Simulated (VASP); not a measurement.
# C (Fmmm) in VASP: further runs, part 3 of 3

VASP 6.6.1.

## (5) Electric field gradients, PBEsol

This run uses another cell than the first one, of 8.74 Å³/atom.

The input, INCAR:

```
SYSTEM = C
PREC = Accurate
ENCUT = 520
EDIFF = 1E-8
ISMEAR = -1
SIGMA = 0.05
LREAL = .FALSE.
LASPH = .TRUE.
NELM = 60
ALGO = Normal
ISIF = 2
LWAVE = .FALSE.
LCHARG = .FALSE.
GGA = PS
LEFG = .TRUE.
NBANDS = 11
```

The input, KPOINTS:

```
regular mesh
0
G
  18 18 18
  0 0 0
```

The input, POSCAR:

```
C
1.0
    0.0000000000      2.1270000000      3.3480000000
    1.2280000000      0.0000000000      3.3480000000
    1.2280000000      2.1270000000      0.0000000000
C
2
Direct
    0.1666700000      0.8333300000      0.1666700000
    0.8333300000      0.1666700000      0.8333300000
```

Potentials or basis: VASP PAW PBE potentials, release 64 (C).

Run with:

```console
> cat potpaw_PBE.64/C/POTCAR > POTCAR
> mpirun -np 1 vasp_std > vasp.out
```

OUTCAR:

```text
SYSTEM = C
   PREC = Accurate
   ENCUT = 520
   EDIFF = 1E-8
   ISMEAR = -1
   LREAL = .FALSE.
   LASPH = .TRUE.
   NELM = 60
   ISIF = 2
   GGA = PS

 ion  position               nearest neighbor table
   1  0.167  0.833  0.167-   2 1.42   2 1.42   2 1.42
   2  0.833  0.167  0.833-   1 1.42   1 1.42   1 1.42

  LATTYP: Found a face centered orthorhombic cell.
 ALAT       =     2.4560000000
 B/A-ratio  =     1.7320846906
 C/A-ratio  =     2.7263843648

  Lattice vectors:

 A1 = (   0.0000000000,   2.1270000000,   3.3480000000)
 A2 = (   1.2280000000,   0.0000000000,   3.3480000000)
 A3 = (   1.2280000000,   2.1270000000,   0.0000000000)

Analysis of symmetry for initial positions (statically):
=====================================================================
 Subroutine PRICEL returns:
 Original cell was already a primitive cell.

 Routine SETGRP: Setting up the symmetry group for a
 face centered orthorhombic supercell.

 Subroutine GETGRP returns: Found  8 space group operations
 (whereof  8 operations were pure point group operations)
 out of a pool of  8 trial point group operations.

The static configuration has the point symmetry D_2h.

Analysis of symmetry for dynamics (positions and initial velocities):
=====================================================================
 Subroutine PRICEL returns:
 Original cell was already a primitive cell.

 Routine SETGRP: Setting up the symmetry group for a
 face centered orthorhombic supercell.

 Subroutine GETGRP returns: Found  8 space group operations
 (whereof  8 operations were pure point group operations)
[... 482 lines left out ...]
      2      -3.3861      2.00000
      3      -0.5995      2.00000
      4      -0.0507      2.00000
      5      10.8401      0.00000
      6      11.3201      0.00000
      7      12.7797      0.00000
      8      19.1890      0.00000
      9      21.0167      0.00000
     10      22.8688      0.00000
     11      27.9351      0.00000

 [... further k-points ...]

------------------------ aborting loop because EDIFF is reached ----------------------------------------

  FORCE on cell =-STRESS in cart. coord.  units (eV):
  Direction    XX          YY          ZZ          XY          YZ          ZX
  --------------------------------------------------------------------------------------
  -------------------------------------------------------------------------------------
  Total        0.2832884      0.2265425      0.1863876      0.0000000      0.0000000      0.0000000
  in kB       25.9512378     20.7529055     17.0744310      0.0000000      0.0000000      0.0000000
  external PRESSURE =      21.2595248 kB  Pullay stress =       0.0000000 kB

 VOLUME and BASIS-vectors are now :
 -----------------------------------------------------------------------------
  energy-cutoff  :      520.00
  volume of cell :       17.49
      direct lattice vectors                 reciprocal lattice vectors
     0.000000000  2.127000000  3.348000000    -0.407166124  0.235072873  0.149342891
     1.228000000  0.000000000  3.348000000     0.407166124 -0.235072873  0.149342891
     1.228000000  2.127000000  0.000000000     0.407166124  0.235072873 -0.149342891

 POSITION                                       TOTAL-FORCE (eV/Angst)
 -----------------------------------------------------------------------------------
      1.22800      0.70901      3.34800         0.000000      0.004053      0.000000
      1.22800      3.54499      3.34800         0.000000     -0.004053      0.000000
 -----------------------------------------------------------------------------------
    total drift:                               -0.000000     -0.000000     -0.000000

  FREE ENERGIE OF THE ION-ELECTRON SYSTEM (eV)
  ---------------------------------------------------
  free  energy   TOTEN  =       -19.2810175145 eV

  energy  without entropy=      -19.2808068219  energy(sigma->0) =      -19.28091217

 Electric field gradients (V/A^2)
---------------------------------------------------------------------
 ion       V_xx      V_yy      V_zz      V_xy      V_xz      V_yz
---------------------------------------------------------------------
   1     -15.950   -15.909    31.859    -0.000     0.001     0.000
   2     -15.950   -15.909    31.859    -0.000     0.001     0.000
---------------------------------------------------------------------

 Electric field gradients after diagonalization (V/A^2)
 (convention: |V_zz| > |V_xx| > |V_yy|)
----------------------------------------------------------------------
 ion       V_xx      V_yy      V_zz     asymmetry (V_yy - V_xx)/ V_zz
----------------------------------------------------------------------
   1     -15.950   -15.909    31.859       0.001
   2     -15.950   -15.909    31.859       0.001
----------------------------------------------------------------------

           NMR quadrupolar parameters

 Cq : quadrupolar parameter    Cq=e*Q*V_zz/h
 eta: asymmetry parameters     (V_yy - V_xx)/ V_zz
 Q  : nuclear electric quadrupole moment in mb (millibarn)
----------------------------------------------------------------------
 ion       Cq(MHz)       eta       Q (mb)
----------------------------------------------------------------------
   1       0.077       0.001       1.000
   2       0.077       0.001       1.000
----------------------------------------------------------------------
```

OSZICAR:

```text
N       E                     dE             d eps       ncg     rms          rms(c)
DAV:   1    -0.249883926261E+00   -0.24988E+00   -0.41011E+03 19412   0.650E+02
DAV:   2    -0.200202975664E+02   -0.19770E+02   -0.18884E+02 24947   0.119E+02
DAV:   3    -0.204832301566E+02   -0.46293E+00   -0.46097E+00 24024   0.146E+01
DAV:   4    -0.204849238684E+02   -0.16937E-02   -0.16936E-02 22092   0.107E+00
DAV:   5    -0.204849303076E+02   -0.64391E-05   -0.64389E-05 24055   0.600E-02    0.645E+00
DAV:   6    -0.195690462598E+02    0.91588E+00   -0.79020E-01 21871   0.509E+00    0.372E+00
DAV:   7    -0.192793142340E+02    0.28973E+00   -0.86407E-01 22531   0.538E+00    0.981E-01
DAV:   8    -0.192812500980E+02   -0.19359E-02   -0.19153E-02 21265   0.889E-01    0.131E-01
DAV:   9    -0.192809719018E+02    0.27820E-03   -0.62711E-04 23055   0.152E-01    0.557E-02
DAV:  10    -0.192810181212E+02   -0.46219E-04   -0.10878E-04 21810   0.709E-02    0.269E-02
DAV:  11    -0.192810173535E+02    0.76769E-06   -0.49626E-06 23155   0.127E-02    0.689E-03
DAV:  12    -0.192810175577E+02   -0.20415E-06   -0.36498E-07 21660   0.415E-03    0.165E-03
DAV:  13    -0.192810175148E+02    0.42878E-07   -0.74214E-08 22923   0.166E-03    0.478E-04
DAV:  14    -0.192810175145E+02    0.33435E-09   -0.19380E-09 14756   0.303E-04
   1 F= -.19281018E+02 E0= -.19280912E+02  d E =-.210693E-03
```

Wall time 2.7 min (1 thread of Intel Xeon Platinum 8259CL at 2.50GHz (Skylake/Cascade Lake), shared host); peak memory 0.24 GiB.

Results:

```yaml
Free_energy: -19.2810 eV
Pressure: 2.1 GPa
Largest_force: 0.004 eV/Å
Largest_electric_field_gradient_by_atom: C +31.9 V/Å²
```

Forces on the atoms (eV/Å):
```
C    0.000  0.004  0.000
C    0.000 -0.004  0.000
```

Electric field gradients, principal values (V/Å²):
| atom | least | middle | greatest (by size) |
| --- | --- | --- | --- |
| 1 C | -15.909 | -15.950 | 31.859 |
| 2 C | -15.909 | -15.950 | 31.859 |

Caveat: this functional lacks dispersion, which binds the layers, so the pressure and a relaxed spacing across them are unreliable; without QUAD_EFG the Cq values of the log hold for a quadrupole moment of 1 mb, not for the nuclei; the PAW data sets were made with another functional, which shifts forces and pressure a little.

## (6) Single point, PBEsol

This run uses another cell than the first one, of 8.74 Å³/atom.

POSCAR is that of step 5.

The input, INCAR.step1:

```
PREC = Accurate
ENCUT = 520
EDIFF = 1E-7
ISMEAR = -1
SIGMA = 0.05
LREAL = F
LASPH = T
NELM = 100
ALGO = Normal
ISIF = 2
LWAVE = F
LCHARG = T
GGA = PS
NBANDS = 11
```

The input, KPOINTS.step1:

```
Automatic mesh
0
Gamma
  18 18 18
```

The input, INCAR.step2:

```
PREC = Accurate
ENCUT = 520
EDIFF = 1E-7
ISMEAR = -5
SIGMA = 0.05
LREAL = F
LASPH = T
NELM = 100
ALGO = Normal
ISIF = 2
LWAVE = F
LCHARG = F
GGA = PS
LORBIT = 10
NBANDS = 11
NEDOS = 2001
ICHARG = 11
```

The input, KPOINTS.step2:

```
Automatic mesh
0
Gamma
  27 27 27
```

Potentials or basis: VASP PAW PBE potentials, release 64 (C).

Run with:

```console
> cat potpaw_PBE.64/C/POTCAR > POTCAR
> cp INCAR.step1 INCAR
> cp KPOINTS.step1 KPOINTS
> mpirun -np 1 vasp_std > vasp.out
> cp INCAR.step2 INCAR
> cp KPOINTS.step2 KPOINTS
> mpirun -np 1 vasp_std > vasp.out
```

OUTCAR:

```text
PREC = Accurate
   ENCUT = 520
   EDIFF = 1E-7
   ISMEAR = -5
   LREAL = F
   LASPH = T
   NELM = 100
   ISIF = 2
   GGA = PS
   LORBIT = 10
   ICHARG = 11

 ion  position               nearest neighbor table
   1  0.167  0.833  0.167-   2 1.42   2 1.42   2 1.42
   2  0.833  0.167  0.833-   1 1.42   1 1.42   1 1.42

  LATTYP: Found a face centered orthorhombic cell.
 ALAT       =     2.4560000000
 B/A-ratio  =     1.7320846906
[... 534 lines left out ...]
  -------------------------------------------------------------------------------------
  Total        0.2809744      0.2256618      0.1914110      0.0000000      0.0000000      0.0000000
  in kB       25.7392562     20.6722306     17.5346155      0.0000000      0.0000000      0.0000000
  external PRESSURE =      21.3153674 kB  Pullay stress =       0.0000000 kB

 VOLUME and BASIS-vectors are now :
 -----------------------------------------------------------------------------
  energy-cutoff  :      520.00
  volume of cell :       17.49
      direct lattice vectors                 reciprocal lattice vectors
     0.000000000  2.127000000  3.348000000    -0.407166124  0.235072873  0.149342891
     1.228000000  0.000000000  3.348000000     0.407166124 -0.235072873  0.149342891
     1.228000000  2.127000000  0.000000000     0.407166124  0.235072873 -0.149342891

 POSITION                                       TOTAL-FORCE (eV/Angst)
 -----------------------------------------------------------------------------------
      1.22800      0.70901      3.34800         0.000000      0.003903      0.000000
      1.22800      3.54499      3.34800         0.000000     -0.003903      0.000000
 -----------------------------------------------------------------------------------
    total drift:                               -0.000000     -0.000000      0.000000

  FREE ENERGIE OF THE ION-ELECTRON SYSTEM (eV)
  ---------------------------------------------------
  free  energy   TOTEN  =       -19.2811143003 eV

  energy  without entropy=      -19.2811143003  energy(sigma->0) =      -19.28111430

 total charge

# of ion       s       p       d       tot
------------------------------------------
    1        0.861   1.794   0.000   2.655
    2        0.861   1.794   0.000   2.655
--------------------------------------------------
tot          1.723   3.587   0.000   5.310
```

OSZICAR.step1:

```text
N       E                     dE             d eps       ncg     rms          rms(c)
DAV:   1    -0.249883926261E+00   -0.24988E+00   -0.41011E+03 19412   0.650E+02
DAV:   2    -0.200202975664E+02   -0.19770E+02   -0.18884E+02 24947   0.119E+02
DAV:   3    -0.204832301566E+02   -0.46293E+00   -0.46097E+00 24024   0.146E+01
DAV:   4    -0.204849238684E+02   -0.16937E-02   -0.16936E-02 22092   0.107E+00
DAV:   5    -0.204849303076E+02   -0.64391E-05   -0.64389E-05 24055   0.600E-02    0.645E+00
DAV:   6    -0.195690462598E+02    0.91588E+00   -0.79020E-01 21871   0.509E+00    0.372E+00
DAV:   7    -0.192793142340E+02    0.28973E+00   -0.86407E-01 22531   0.538E+00    0.981E-01
DAV:   8    -0.192812500980E+02   -0.19359E-02   -0.19153E-02 21265   0.889E-01    0.131E-01
DAV:   9    -0.192809719018E+02    0.27820E-03   -0.62711E-04 23055   0.152E-01    0.557E-02
DAV:  10    -0.192810181212E+02   -0.46219E-04   -0.10878E-04 21810   0.709E-02    0.269E-02
DAV:  11    -0.192810173535E+02    0.76769E-06   -0.49626E-06 23155   0.127E-02    0.689E-03
DAV:  12    -0.192810175577E+02   -0.20415E-06   -0.36498E-07 21660   0.415E-03    0.165E-03
DAV:  13    -0.192810175148E+02    0.42878E-07   -0.74213E-08 22611   0.166E-03
   1 F= -.19281018E+02 E0= -.19280912E+02  d E =-.210693E-03
```

Run time: 6.8 min. Hardware: 1 thread of Intel Xeon Platinum 8259CL at 2.50GHz (Skylake/Cascade Lake), shared host; peak memory 0.52 GiB.

Results:

```yaml
Valence_electrons_inside_the_program's_atomic_spheres: C 2.65
```

Caveat: this functional lacks dispersion, which binds the layers, so the pressure and a relaxed spacing across them are unreliable; the PAW data sets were made with another functional, which shifts forces and pressure a little.

## (7) The runs side by side

```tsv
task	cell	k mesh for the DOS	occupations for the DOS	pressure (GPa)
electric field gradients	a = 3.993, b = 3.590, c = 2.472 Å, angles 80.1, 62.3, 37.6°, 2 atoms	-	-	-3.4
electric field gradients	a = 4.044, b = 3.636, c = 2.504 Å, angles 80.1, 62.3, 37.6°, 2 atoms	-	-	-13.0
electric field gradients	a = 3.886, b = 3.494, c = 2.406 Å, angles 80.1, 62.3, 37.6°, 2 atoms	-	-	21.8
electric field gradients	a = 3.967, b = 3.566, c = 2.456 Å, angles 80.1, 62.3, 37.6°, 2 atoms	-	-	2.1
single point	a = 3.967, b = 3.566, c = 2.456 Å, angles 80.1, 62.3, 37.6°, 2 atoms	27 × 27 × 27	tetrahedron	-
```

Alike in all rows: level PBEsol; potentials or basis VASP PAW PBE potentials, release 64 (C); no spin polarisation; k mesh 18 × 18 × 18; cutoff (eV) 520; smearing fermi-dirac 0.05 eV.

Caveats: this functional lacks dispersion, which binds the layers, so the pressure and a relaxed spacing across them are unreliable; the PAW data sets were made with another functional, which shifts forces and pressure a little; the cell stands under tension (at least some runs); the cell stands under pressure (at least some runs).

Total energies depend on the potentials used, so only differences within one code and one set of settings carry meaning.
